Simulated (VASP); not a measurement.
# Si3Cl2 (R-3m) in VASP: single point with PBE

Aim: the single point of Si3Cl2 with PBE.

Everything below comes from runs of VASP 6.6.1. Logs are shortened: lines on timing, memory, paths and dates and some standing lists are left out, and cuts for length are marked.

### 1 The cell of the first run

Symmetry: R-3m, No. 166, trigonal system. Conventional cell: a = 3.860 Å, b = 3.860 Å, c = 33.593 Å, α = 90.00°, β = 90.00°, γ = 120.00°. Within 3.5 Å of Si (site symmetry -3m) lie 6 Cl at 2.65 Å. Si (site symmetry 3m) has 3 Si at 2.28 Å within 3.0 Å. Within 3.5 Å of Cl (site symmetry 3m) lie 3 Si at 2.65 Å.

### 2 Single point, PBE

INCAR reads:

```
ALGO = Normal
EDIFF = 1E-7
ENCUT = 520
GGA = PE
ISIF = 2
ISMEAR = 0
LASPH = T
LCHARG = F
LREAL = F
LWAVE = F
NBANDS = 21
NELM = 80
PREC = Accurate
SIGMA = 0.1
```

KPOINTS reads:

```
k-points
0
Gamma
  6 6 6
```

POSCAR reads:

```
Si3Cl2
1.0
    1.9301332150      1.1143629313     11.1977819049
   -1.9301332150      1.1143629313     11.1977819049
    0.0000000000     -2.2287258625     11.1977819049
Si Cl
3 2
Direct
    0.0000000000      0.0000000000      0.0000000000
    0.1736007962      0.1736007962      0.1736007962
    0.8263992038      0.8263992038      0.8263992038
    0.3759121433      0.3759121433      0.3759121433
    0.6240878567      0.6240878567      0.6240878567
```

Potentials or basis: VASP PAW PBE potentials, release 64 (Si, Cl).

The run is started by

```
$ cat potpaw_PBE.64/Si/POTCAR potpaw_PBE.64/Cl/POTCAR > POTCAR
$ mpirun -np 1 vasp_std > vasp.out
```

OUTCAR:

```text
EDIFF = 1E-7
   ENCUT = 520
   GGA = PE
   ISIF = 2
   ISMEAR = 0
   LASPH = T
   LREAL = F
   NELM = 80
   PREC = Accurate

 ion  position               nearest neighbor table
   1  0.000  0.000  0.000-   5 2.65   5 2.65   4 2.65   4 2.65   5 2.65   4 2.65
   2  0.174  0.174  0.174-   3 2.28   3 2.28   3 2.28
   3  0.826  0.826  0.826-   2 2.28   2 2.28   2 2.28
   4  0.376  0.376  0.376-   1 2.65   1 2.65   1 2.65
   5  0.624  0.624  0.624-   1 2.65   1 2.65   1 2.65

  LATTYP: Found a trigonal (rhomboedric) cell.
 ALAT       =    11.4174225883
 COS(alpha) =     0.9428431333

  Lattice vectors:

 A1 = (   1.9301332150,   1.1143629313,  11.1977819049)
 A2 = (  -1.9301332150,   1.1143629313,  11.1977819049)
 A3 = (   0.0000000000,  -2.2287258625,  11.1977819049)

Analysis of symmetry for initial positions (statically):
=====================================================================
 Subroutine PRICEL returns:
 Original cell was already a primitive cell.

 Routine SETGRP: Setting up the symmetry group for a
 trigonal (rhombohedral) supercell.

 Subroutine GETGRP returns: Found 12 space group operations
 (whereof 12 operations were pure point group operations)
 out of a pool of 12 trial point group operations.

The static configuration has the point symmetry D_3d.

Analysis of symmetry for dynamics (positions and initial velocities):
=====================================================================
 Subroutine PRICEL returns:
 Original cell was already a primitive cell.

 Routine SETGRP: Setting up the symmetry group for a
 trigonal (rhombohedral) supercell.

 Subroutine GETGRP returns: Found 12 space group operations
 (whereof 12 operations were pure point group operations)
 out of a pool of 12 trial point group operations.

The dynamic configuration has the point symmetry D_3d.

 Subroutine INISYM returns: Found 12 space group operations
 (whereof 12 operations are pure point group operations),
 and found     1 'primitive' translations

----------------------------------------------------------------------------------------

                                     Primitive cell

  volume of cell :     144.5098

  direct lattice vectors                    reciprocal lattice vectors
     1.930133215  1.114362931 11.197781905     0.259049477  0.149562285  0.029767800
    -1.930133215  1.114362931 11.197781905    -0.259049477  0.149562285  0.029767800
     0.000000000 -2.228725863 11.197781905     0.000000000 -0.299124571  0.029767800

  length of vectors
[... 87 lines left out ...]
   NELM   =     80;   NELMIN=  2; NELMDL= -5     # of ELM steps
   EDIFF  = 0.1E-06   stopping-criterion for ELM
   LREAL  =      F    real-space projection
   EDIFFG = 0.1E-05   stopping-criterion for IOM
   NSW    =      0    number of steps for IOM
   IBRION =     -1    ionic relax: 0-MD 1-quasi-New 2-CG
   NFREE  =      0    steps in history (QN), initial steepest desc. (CG)
   ISIF   =      2    stress and relaxation
   ISYM   =      2    0-nonsym 1-usesym 2-fastsym
   POTIM  = 0.5000    time-step for ionic-motion
   TEBEG  =    0.0;   TEEND  =   0.0 temperature during run
   PSTRESS=    0.0 pullay stress
   NELECT =      26.0000    total number of electrons
   NUPDOWN=      -1.0000    fix difference up-down
   EMIN   =  10.00;   EMAX   =-10.00  energy-range for DOS
   EFERMI =   0.00;   METHOD = LEGACY
   ISMEAR =     0;   SIGMA  =   0.10  broadening in eV -4-tet -1-fermi 0-gaus
   EFERMI_NEDOS =   21; number of points for ismear=-14 and -15
   IALGO  =     38    algorithm
   IMIX   =      4    mixing-type and parameters
     AMIX     =   0.40;   BMIX     =  1.00
     AMIX_MAG =   1.60;   BMIX_MAG =  1.00
  volume/ion in A,a.u.               =      28.90       195.04
  Fermi-wavevector in a.u.,A,eV,Ry     =   0.924202  1.746488 11.621406  0.854149
  Thomas-Fermi vector in A             =   2.049922
   LORBIT       =      0    0 simple, 1 ext, 2 COOP (PROOUT), +10 PAW based schemes
   GGA     = PE    functional components
   LHFCALC =     F    Hartree Fock is set to
   AEXX    =    0.0000 exact exchange contribution
   IVDW    =     0    specifies the selected vdW correction
   LEPSILON=     F    determine dielectric tensor
   LRPA    =     F    only Hartree local field effects (RPA)
 non-spin polarized calculation
 Gauss-broadening in eV      SIGMA  =   0.10
  energy-cutoff  :      520.00
  volume of cell :      144.51
 maximum number of plane-waves:      3920
 NGX is ok and might be reduce to    90
   NGX = 43   NGY = 43   NGZ = 43

 number of electron      25.9999999 magnetization

 Free energy of the ion-electron system (eV)
  ---------------------------------------------------
  ext. energy  EPLUGINS =         0.00000000
  ---------------------------------------------------
  free energy    TOTEN  =       -20.04803570 eV

  energy without entropy =      -20.04176825  energy(sigma->0) =      -20.04490197

 E-fermi :   2.7097     XC(G=0):  -7.7022

 val. band max:        2.7072816386   @ k =  -0.1667   0.5000   0.1667
 cond. band min:       2.7121682923   @ k =  -0.1667   0.5000   0.1667
 fundamental gap:      0.0048866538
 Fermi energy:         2.7097167854

 k-point     1 :       0.0000    0.0000    0.0000
  band No.  band energies     occupation
      1     -14.3392      2.00000
      2     -13.6661      2.00000
      3      -8.3509      2.00000
      4      -5.2823      2.00000
      5      -1.5207      2.00000
      6      -1.5207      2.00000
[... 565 lines left out ...]
     20       7.7436      0.00000
     21       8.3719      0.00000

 [... further k-points ...]
[... 5 lines left out ...]
  --------------------------------------------------------------------------------------
  -------------------------------------------------------------------------------------
  Total       -0.0016744     -0.0016744      0.0442315      0.0000000      0.0000000      0.0000000
  in kB       -0.0185636     -0.0185636      0.4903934      0.0000000      0.0000000      0.0000000
  external PRESSURE =       0.1510888 kB  Pullay stress =       0.0000000 kB

 VOLUME and BASIS-vectors are now :
 -----------------------------------------------------------------------------
  energy-cutoff  :      520.00
  volume of cell :      144.51
      direct lattice vectors                 reciprocal lattice vectors
     1.930133215  1.114362931 11.197781905     0.259049477  0.149562285  0.029767800
    -1.930133215  1.114362931 11.197781905    -0.259049477  0.149562285  0.029767800
     0.000000000 -2.228725863 11.197781905     0.000000000 -0.299124571  0.029767800

 POSITION                                       TOTAL-FORCE (eV/Angst)
 -----------------------------------------------------------------------------------
      0.00000      0.00000      0.00000         0.000000     -0.000000      0.000000
      0.00000      0.00000      5.83183         0.000000     -0.000000     -0.007219
      0.00000      0.00000     27.76151         0.000000      0.000000      0.007219
      0.00000      0.00000     12.62815         0.000000      0.000000      0.012491
      0.00000      0.00000     20.96520         0.000000     -0.000000     -0.012491
 -----------------------------------------------------------------------------------
    total drift:                                0.000000     -0.000000      0.000000

  FREE ENERGIE OF THE ION-ELECTRON SYSTEM (eV)
  ---------------------------------------------------
  free  energy   TOTEN  =       -20.0480356981 eV

  energy  without entropy=      -20.0417682467  energy(sigma->0) =      -20.04490197
```

stdout:

```text
POSCAR found type information on POSCAR SiCl
 POSCAR found :  2 types and       5 ions
 scaLAPACK will be used
 LDA part: xc-table for (Slater+PW92), standard interpolation
 POSCAR, INCAR and KPOINTS ok, starting setup
 FFT: planning ... GRIDC
 FFT: planning ... GRID_SOFT
 FFT: planning ... GRID
 WAVECAR not read
 entering main loop
```

Wall time 16 min (1 thread of Intel Xeon 6975P-C (Granite Rapids), shared host); peak memory 1.2 GiB.

What came out:

| Item | Value |
| --- | --- |
| Free energy | -20.0480 eV |
| Pressure | 0.0 GPa |
| Largest force | 0.012 eV/Å |

Forces on the atoms (eV/Å):
```
Si   0.000  0.000  0.000
Si   0.000  0.000 -0.007
Si   0.000  0.000  0.007
Cl   0.000  0.000  0.012
Cl   0.000  0.000 -0.012
```
